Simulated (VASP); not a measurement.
# La (Im-3m) in VASP: further runs

The runs below take La through single point, with LDA.

All numbers are computed with VASP 6.6.1; they aren't measurements. Logs are shortened: lines on timing, memory, paths and dates and some standing lists are left out, and cuts for length are marked.

**1. The cell of the first run**

Symmetry: Im-3m, No. 229, cubic system. The conventional cell has a = 3.101 Å, b = 3.101 Å, c = 3.101 Å, α = 90.00°, β = 90.00°, γ = 90.00°. La (site symmetry m-3m) has 14 La at 2.69 to 3.10 Å within 3.5 Å.

**2. Single point, LDA (volume scaled by 0.45)**

File INCAR:

```
PREC     = Accurate       # precision mode
ENCUT    = 520            # plane-wave cutoff, eV
EDIFF    = 1E-6           # SCF threshold, eV
ISMEAR   = -1             # smearing method
SIGMA    = 0.08           # smearing width, eV
LREAL    = F              # projectors in reciprocal space
LASPH    = T              # aspherical terms in the spheres
NELM     = 60             # most SCF steps
ALGO     = Normal         # electronic algorithm
ISIF     = 2              # what is computed and relaxed
LWAVE    = F              # write WAVECAR
LCHARG   = F              # write CHGCAR
GGA      = CA             # functional
NBANDS   = 12             # bands
```

File KPOINTS:

```
Automatic mesh
0
Gamma
  15 15 15
```

File POSCAR:

```
La
1.0
   -1.5503211683      1.5503211683      1.5503211683
    1.5503211683     -1.5503211683      1.5503211683
    1.5503211683      1.5503211683     -1.5503211683
La
1
Direct
    0.0000000000      0.0000000000      0.0000000000
```

Potentials or basis: VASP PAW LDA potentials, release 64 (La).

The run is started by

```console
cat potpaw_LDA.64/La/POTCAR > POTCAR
mpirun -np 1 vasp_std > vasp.out
```

OUTCAR:

```text
PREC = Accurate
   ENCUT = 520
   EDIFF = 1E-6
   ISMEAR = -1
   LREAL = F
   LASPH = T
   NELM = 60
   ISIF = 2
   GGA = CA

 ion  position               nearest neighbor table
   1  0.000  0.000  0.000-

  LATTYP: Found a body centered cubic cell.
 ALAT       =     3.1006423366

  Lattice vectors:

 A1 = (  -1.5503211683,   1.5503211683,   1.5503211683)
 A2 = (   1.5503211683,  -1.5503211683,   1.5503211683)
 A3 = (   1.5503211683,   1.5503211683,  -1.5503211683)

Analysis of symmetry for initial positions (statically):
=====================================================================
 Subroutine PRICEL returns:
 Original cell was already a primitive cell.

 Routine SETGRP: Setting up the symmetry group for a
 body centered cubic supercell.

 Subroutine GETGRP returns: Found 48 space group operations
 (whereof 48 operations were pure point group operations)
 out of a pool of 48 trial point group operations.

The static configuration has the point symmetry O_h .

Analysis of symmetry for dynamics (positions and initial velocities):
=====================================================================
 Subroutine PRICEL returns:
 Original cell was already a primitive cell.

 Routine SETGRP: Setting up the symmetry group for a
 body centered cubic supercell.

 Subroutine GETGRP returns: Found 48 space group operations
 (whereof 48 operations were pure point group operations)
 out of a pool of 48 trial point group operations.

The dynamic configuration has the point symmetry O_h .

 Subroutine INISYM returns: Found 48 space group operations
 (whereof 48 operations are pure point group operations),
 and found     1 'primitive' translations

----------------------------------------------------------------------------------------

                                     Primitive cell

  volume of cell :      14.9048

  direct lattice vectors                    reciprocal lattice vectors
    -1.550321168  1.550321168  1.550321168     0.000000000  0.322513819  0.322513819
     1.550321168 -1.550321168  1.550321168     0.322513819  0.000000000  0.322513819
     1.550321168  1.550321168 -1.550321168     0.322513819  0.322513819  0.000000000

  length of vectors
     2.685235032  2.685235032  2.685235032     0.456103416  0.456103416  0.456103416

  position of ions in fractional coordinates (direct lattice)
     0.000000000  0.000000000  0.000000000

  ion indices of the primitive-cell ions
   primitive index   ion index
                 1           1

----------------------------------------------------------------------------------------

 KPOINTS: Automatic mesh

Automatic generation of k-mesh.
 Grid dimensions read from file:
 generate k-points for:   15   15   15

 Generating k-lattice:

  Cartesian coordinates                     Fractional coordinates (reciprocal lattice)
     0.000000000  0.021500921  0.021500921     0.066666667  0.000000000  0.000000000
     0.021500921  0.000000000  0.021500921     0.000000000  0.066666667  0.000000000
     0.021500921  0.021500921  0.000000000     0.000000000  0.000000000  0.066666667

  Length of vectors
     0.030406894  0.030406894  0.030406894

  Shift w.r.t. Gamma in fractional coordinates (k-lattice)
     0.000000000  0.000000000  0.000000000

 Subroutine IBZKPT returns following result:
 ===========================================

 Found    120 irreducible k-points:

 Following reciprocal coordinates:
            Coordinates               Weight
  0.000000  0.000000  0.000000      1.000000
  0.066667  0.000000  0.000000     12.000000
  0.133333  0.000000  0.000000     12.000000
  0.200000  0.000000  0.000000     12.000000
  0.266667  0.000000  0.000000     12.000000
  0.333333  0.000000  0.000000     12.000000
[... 16 lines left out ...]
  0.333333  0.200000  0.000000     48.000000
  0.400000  0.200000 -0.000000     24.000000
 [... further k-points ...]
   k-points           NKPTS =    120   k-points in BZ     NKDIM =    120   number of bands    NBANDS=     12
   number of dos      NEDOS =    301   number of ions     NIONS =      1
   total plane-waves  NPLWV =   8000
   dimension x,y,z NGX =    20 NGY =   20 NGZ =   20
   dimension x,y,z NGXF=    40 NGYF=   40 NGZF=   40
   ions per type =               1
   NGX,Y,Z   is equivalent  to a cutoff of  12.38, 12.38, 12.38 a.u.
   NGXF,Y,Z  is equivalent  to a cutoff of  24.76, 24.76, 24.76 a.u.
 SYSTEM =  unknown system
   PREC   = accura    normal or accurate (medium, high low for compatibility)
   ISTART =      0    job   : 0-new  1-cont  2-samecut
   ICHARG =      2    charge: 1-file 2-atom 10-const
   ISPIN  =      1    spin polarized calculation?
   LNONCOLLINEAR =      F non collinear calculations
   LSORBIT =      F    spin-orbit coupling
   LASPH  =      T    aspherical Exc in radial PAW
   ENCUT  =  520.0 eV  38.22 Ry    6.18 a.u.   4.99  4.99  4.99*2*pi/ulx,y,z
   NELM   =     60;   NELMIN=  2; NELMDL= -5     # of ELM steps
   EDIFF  = 0.1E-05   stopping-criterion for ELM
   LREAL  =      F    real-space projection
   EDIFFG = 0.1E-04   stopping-criterion for IOM
   NSW    =      0    number of steps for IOM
   IBRION =     -1    ionic relax: 0-MD 1-quasi-New 2-CG
   NFREE  =      0    steps in history (QN), initial steepest desc. (CG)
   ISIF   =      2    stress and relaxation
   ISYM   =      2    0-nonsym 1-usesym 2-fastsym
   POTIM  = 0.5000    time-step for ionic-motion
   TEBEG  =    0.0;   TEEND  =   0.0 temperature during run
   PSTRESS=    0.0 pullay stress
   NELECT =      11.0000    total number of electrons
   NUPDOWN=      -1.0000    fix difference up-down
   EMIN   =  10.00;   EMAX   =-10.00  energy-range for DOS
   EFERMI =   0.00;   METHOD = LEGACY
   ISMEAR =    -1;   SIGMA  =   0.08  broadening in eV -4-tet -1-fermi 0-gaus
   EFERMI_NEDOS =   21; number of points for ismear=-14 and -15
   IALGO  =     38    algorithm
   IMIX   =      4    mixing-type and parameters
     AMIX     =   0.40;   BMIX     =  1.00
     AMIX_MAG =   1.60;   BMIX_MAG =  1.00
  volume/ion in A,a.u.               =      14.90       100.58
  Fermi-wavevector in a.u.,A,eV,Ry     =   1.479440  2.795736 29.779656  2.188743
  Thomas-Fermi vector in A             =   2.593598
   LORBIT       =      0    0 simple, 1 ext, 2 COOP (PROOUT), +10 PAW based schemes
   GGA     = CA    functional components
   LHFCALC =     F    Hartree Fock is set to
   AEXX    =    0.0000 exact exchange contribution
   IVDW    =     0    specifies the selected vdW correction
   LEPSILON=     F    determine dielectric tensor
   LRPA    =     F    only Hartree local field effects (RPA)
 non-spin polarized calculation
  energy-cutoff  :      520.00
  volume of cell :       14.90
 maximum number of plane-waves:       414
   NGX =  9   NGY =  9   NGZ =  9

 number of electron      11.0000000 magnetization

 Free energy of the ion-electron system (eV)
  ---------------------------------------------------
  ext. energy  EPLUGINS =         0.00000000
  ---------------------------------------------------
  free energy    TOTEN  =        -2.10537984 eV

  energy without entropy =       -2.08370565  energy(sigma->0) =       -2.09454275

 E-fermi :  20.5353     XC(G=0): -14.0792

 val. band max:       20.5288927986   @ k =  -0.2667   0.3333   0.1333
 cond. band min:      20.5551010099   @ k =   0.1333   0.1333   0.0667
 fundamental gap:      0.0262082112
 Fermi energy:        20.5353106556

 k-point     1 :       0.0000    0.0000    0.0000
  band No.  band energies     occupation
      1     -14.6250      2.00000
      2       9.8621      2.00000
      3       9.8621      2.00000
      4       9.8621      2.00000
      5      21.7854      0.00000
      6      21.7854      0.00000
      7      21.7854      0.00000
      8      23.1693      0.00000
      9      23.1693      0.00000
     10      23.1693      0.00000
     11      24.1717      0.00000
     12      25.9972      0.00000

 k-point     2 :       0.0667    0.0000    0.0000
  band No.  band energies     occupation
      1     -14.5162      2.00000
      2       9.2312      2.00000
      3       9.6399      2.00000
      4       9.8290      2.00000
      5      21.2852      0.00017
      6      21.4431      0.00002
      7      21.7620      0.00000
      8      23.3435      0.00000
      9      23.4640      0.00000
     10      23.4874      0.00000
     11      24.7437      0.00000
     12      25.8690      0.00000

 k-point     3 :       0.1333    0.0000    0.0000
  band No.  band energies     occupation
      1     -14.1943      2.00000
      2       7.6364      2.00000
      3       9.0629      2.00000
      4       9.7332      2.00000
      5      20.4386      1.54003
      6      20.8038      0.06738
      7      21.7330      0.00000
      8      23.6416      0.00000
      9      23.6984      0.00000
     10      23.9687      0.00000
     11      25.6686      0.00000
     12      25.7491      0.00000

 k-point     4 :       0.2000    0.0000    0.0000
  band No.  band energies     occupation
      1     -13.6753      2.00000
      2       5.5888      2.00000
      3       8.3180      2.00000
      4       9.5866      2.00000
      5      19.5769      1.99999
      6      20.1505      1.98383
      7      21.7769      0.00000
      8      23.6140      0.00000
      9      24.0084      0.00000
     10      24.4248      0.00000
     11      25.5426      0.00000
     12      25.9385      0.00000

 k-point     5 :       0.2667    0.0000    0.0000
  band No.  band energies     occupation
      1     -12.9931      2.00000
      2       3.4564      2.00000
      3       7.5729      2.00000
      4       9.4120      2.00000
      5      18.8088      2.00000
      6      19.5719      1.99999
      7      21.9342      0.00000
      8      23.5196      0.00000
      9      24.2299      0.00000
     10      24.7799      0.00000
     11      25.5073      0.00000
     12      25.9956      0.00000
[... 228 lines left out ...]
      1     -12.0368      2.00000
      2       2.0042      2.00000
      3       5.5222      2.00000
      4       8.3530      2.00000
      5      19.3431      2.00000
      6      20.4928      1.25949
      7      22.7670      0.00000
      8      23.4523      0.00000
      9      23.8915      0.00000
     10      24.7590      0.00000
     11      25.5729      0.00000
     12      26.1986      0.00000

 k-point    22 :       0.2667    0.2000    0.0000
  band No.  band energies     occupation
      1     -11.3418      2.00000
      2       0.8892      2.00000
      3       4.4693      2.00000
      4       8.0932      2.00000
      5      19.1971      2.00000
      6      20.9085      0.01867
      7      22.9723      0.00000
      8      23.5087      0.00000
      9      24.0192      0.00000
     10      24.9582      0.00000
     11      25.5818      0.00000
     12      26.1789      0.00000

 k-point    23 :       0.3333    0.2000    0.0000
  band No.  band energies     occupation
      1     -10.7869      2.00000
      2       0.0374      2.00000
      3       3.8191      2.00000
      4       7.9326      2.00000
      5      19.0618      2.00000
      6      21.4076      0.00004
      7      22.9118      0.00000
      8      23.1896      0.00000
      9      24.5510      0.00000
     10      25.1559      0.00000
     11      25.5426      0.00000
     12      26.0286      0.00000

 k-point    24 :       0.4000    0.2000   -0.0000
  band No.  band energies     occupation
      1     -10.5682      2.00000
      2      -0.2910      2.00000
      3       3.6041      2.00000
      4       7.8777      2.00000
      5      19.0096      2.00000
      6      21.6816      0.00000
      7      22.9220      0.00000
      8      22.9467      0.00000
      9      24.7787      0.00000
     10      25.3080      0.00000
     11      25.4623      0.00000
     12      25.8569      0.00000

 [... further k-points ...]
[... 5 lines left out ...]
  --------------------------------------------------------------------------------------
  -------------------------------------------------------------------------------------
  Total       13.1566451     13.1566451     13.1566451      0.0000000      0.0000000      0.0000000
  in kB     1414.2647604   1414.2647604   1414.2647604      0.0000000      0.0000000      0.0000000
  external PRESSURE =    1414.2647604 kB  Pullay stress =       0.0000000 kB

 VOLUME and BASIS-vectors are now :
 -----------------------------------------------------------------------------
  energy-cutoff  :      520.00
  volume of cell :       14.90
      direct lattice vectors                 reciprocal lattice vectors
    -1.550321168  1.550321168  1.550321168     0.000000000  0.322513819  0.322513819
     1.550321168 -1.550321168  1.550321168     0.322513819  0.000000000  0.322513819
     1.550321168  1.550321168 -1.550321168     0.322513819  0.322513819  0.000000000

 POSITION                                       TOTAL-FORCE (eV/Angst)
 -----------------------------------------------------------------------------------
      0.00000      0.00000      0.00000         0.000000     -0.000000      0.000000
 -----------------------------------------------------------------------------------
    total drift:                                0.000000      0.000000     -0.000000

  FREE ENERGIE OF THE ION-ELECTRON SYSTEM (eV)
  ---------------------------------------------------
  free  energy   TOTEN  =        -2.1053798438 eV

  energy  without entropy=       -2.0837056529  energy(sigma->0) =       -2.09454275
```

Wall time 15 s (1 thread of Intel Xeon 6975P-C, shared host); peak memory 0.15 GiB.

What came out:

```yaml
Free_energy: -2.1054 eV
Pressure: 141.4 GPa
```

Levels at points of the mesh, in eV from the Fermi level:
```tsv
k point	band 2	band 3	band 4	band 5	band 6	band 7	band 8	band 9	band 10	band 11
(0.00, 0.00, 0.00)	-10.67	-10.67	-10.67	1.25	1.25	1.25	2.63	2.63	2.63	3.64
```

Caveat: spin-orbit coupling is left out, which moves the levels of the heavy elements.

**3. Single point, LDA (volume scaled by 0.55)**

File INCAR:

```
  PREC = Accurate
  ENCUT = 520
  EDIFF = 1E-6
  ISMEAR = -1
  SIGMA = 0.08
  LREAL = F
  LASPH = T
  NELM = 80
  ALGO = Normal
  ISIF = 2
  LWAVE = F
  LCHARG = F
  GGA = CA
  NBANDS = 12
```

KPOINTS is that of step 2.

File POSCAR:

```
La
1.0
   -1.6575694566      1.6575694566      1.6575694566
    1.6575694566     -1.6575694566      1.6575694566
    1.6575694566      1.6575694566     -1.6575694566
La
1
Direct
    0.0000000000      0.0000000000      0.0000000000
```

Potentials or basis: VASP PAW LDA potentials, release 64 (La).

The run is started by

```console
cat potpaw_LDA.64/La/POTCAR > POTCAR
mpirun -np 1 vasp_std > vasp.out
```

Wall time 22 s (1 thread of Intel Xeon 6975P-C, shared host); peak memory 0.16 GiB.

The run converged. Its results:

```
Free energy : -4.0352 eV
Pressure    : 57.1 GPa
```

Levels at points of the mesh, in eV from the Fermi level:
| k point | band 3 | band 4 | band 5 | band 6 | band 7 | band 8 | band 9 | band 10 |
| --- | --- | --- | --- | --- | --- | --- | --- | --- |
| (0.00, 0.00, 0.00) | -12.29 | -12.29 | 0.57 | 1.59 | 1.59 | 1.59 | 2.29 | 2.29 |

Caveat: spin-orbit coupling is left out, which moves the levels of the heavy elements.

**4. Single point, LDA (volume scaled by 0.55)**

File INCAR:

```
SYSTEM = La
PREC = Accurate
ENCUT = 520
EDIFF = 1E-6
ISMEAR = -1
SIGMA = 0.08
LREAL = .FALSE.
LASPH = .TRUE.
NELM = 80
ALGO = Normal
ISIF = 2
LWAVE = .FALSE.
LCHARG = .FALSE.
GGA = CA
NBANDS = 12
```

File KPOINTS:

```
Automatic mesh
0
G
  15 15 15
  0 0 0
```

POSCAR is that of step 3.

The run is started by

```console
cat potpaw_LDA.64/La/POTCAR > POTCAR
mpirun -np 1 vasp_std > vasp.out
```

Run time: 22 s. Hardware: 1 thread of Intel Xeon 6975P-C, shared host; peak memory 0.16 GiB.

The run converged. Its results:

```yaml
Free_energy: -4.0352 eV
Pressure: 57.1 GPa
```

Levels at points of the mesh, in eV from the Fermi level:
| k point | band 4 | band 5 | band 6 | band 7 | band 8 | band 9 |
| --- | --- | --- | --- | --- | --- | --- |
| (0.00, 0.00, 0.00) | -12.29 | 0.57 | 1.59 | 1.59 | 1.59 | 2.29 |

Caveat: spin-orbit coupling is left out, which moves the levels of the heavy elements.

**5. Single point, LDA (volume scaled by 0.65)**

File INCAR:

```
PREC = Accurate
ENCUT = 520
EDIFF = 1E-7
ISMEAR = -1
SIGMA = 0.08
LREAL = False
LASPH = True
NELM = 80
ALGO = Normal
ISIF = 2
LWAVE = False
LCHARG = True
GGA = CA
LELF = True
LVHAR = True
NBANDS = 12
```

File KPOINTS:

```
regular mesh
0
Gamma
  15 15 15
```

File POSCAR:

```
La
1.0
   -1.7524889621      1.7524889621      1.7524889621
    1.7524889621     -1.7524889621      1.7524889621
    1.7524889621      1.7524889621     -1.7524889621
La
1
Direct
    0.0000000000      0.0000000000      0.0000000000
```

The run is started by

```console
cat potpaw_LDA.64/La/POTCAR > POTCAR
mpirun -np 1 vasp_std > vasp.out
```

Run time: 26 s. Hardware: 1 thread of Intel Xeon 6975P-C, shared host; peak memory 0.17 GiB.

It converged, with:

```yaml
Free_energy: -4.8267 eV
Pressure: 25.5 GPa
```

Levels at points of the mesh, in eV from the Fermi level:
| k point | band 2 | band 3 | band 4 | band 5 | band 6 | band 7 | band 8 | band 9 | band 10 | band 11 |
| --- | --- | --- | --- | --- | --- | --- | --- | --- | --- | --- |
| (0.00, 0.00, 0.00) | -13.34 | -13.34 | -13.34 | -1.11 | 1.72 | 1.72 | 1.72 | 2.08 | 2.08 | 2.08 |

Caveat: spin-orbit coupling is left out, which moves the levels of the heavy elements.

**6. Single point, LDA (volume scaled by 0.75)**

File INCAR:

```
SYSTEM = La
PREC = Accurate
ENCUT = 520
EDIFF = 1E-6
ISMEAR = -1
SIGMA = 0.08
LREAL = .False.
LASPH = .True.
NELM = 80
ALGO = Normal
ISIF = 2
LWAVE = .False.
LCHARG = .False.
NBANDS = 12
```

File KPOINTS:

```
Automatic mesh
0
Gamma
  15 15 15
  0 0 0
```

File POSCAR:

```
La
1.0
   -1.8381089944      1.8381089944      1.8381089944
    1.8381089944     -1.8381089944      1.8381089944
    1.8381089944      1.8381089944     -1.8381089944
La
1
Direct
    0.0000000000      0.0000000000      0.0000000000
```

Potentials or basis: VASP PAW LDA potentials, release 64 (La).

The run is started by

```console
cat potpaw_LDA.64/La/POTCAR > POTCAR
mpirun -np 1 vasp_std > vasp.out
```

It took 24 s on 1 thread of Intel Xeon 6975P-C, shared host; peak memory 0.17 GiB.

It converged, with:

```
Free energy : -5.2040 eV
Pressure    : 12.4 GPa
```

Levels at points of the mesh, in eV from the Fermi level:
| k point | band 2 | band 3 | band 4 | band 5 | band 6 | band 7 | band 8 | band 9 | band 10 | band 11 |
| --- | --- | --- | --- | --- | --- | --- | --- | --- | --- | --- |
| (0.00, 0.00, 0.00) | -14.08 | -14.08 | -14.08 | -2.07 | 1.73 | 1.73 | 1.73 | 1.92 | 1.92 | 1.92 |

Caveat: spin-orbit coupling is left out, which moves the levels of the heavy elements.

**7. Summary**

| cell | gap on the mesh (eV) | pressure (GPa) |
| --- | --- | --- |
| a = 2.685 Å, angles 109.5°, 1 atom | none | 141.4 |
| a = 2.871 Å, angles 109.5°, 1 atom | none | 57.1 |
| a = 3.035 Å, angles 109.5°, 1 atom | none | 25.5 |
| a = 3.184 Å, angles 109.5°, 1 atom | none | 12.4 |

Alike in all rows: task single point; level LDA; potentials or basis VASP PAW LDA potentials, release 64 (La); no spin polarisation; k mesh 15 × 15 × 15; cutoff (eV) 520; smearing fermi-dirac 0.08 eV.

Caveats: spin-orbit coupling is left out, which moves the levels of the heavy elements.

Total energies depend on the potentials used, so only differences within one code and one set of settings carry meaning.
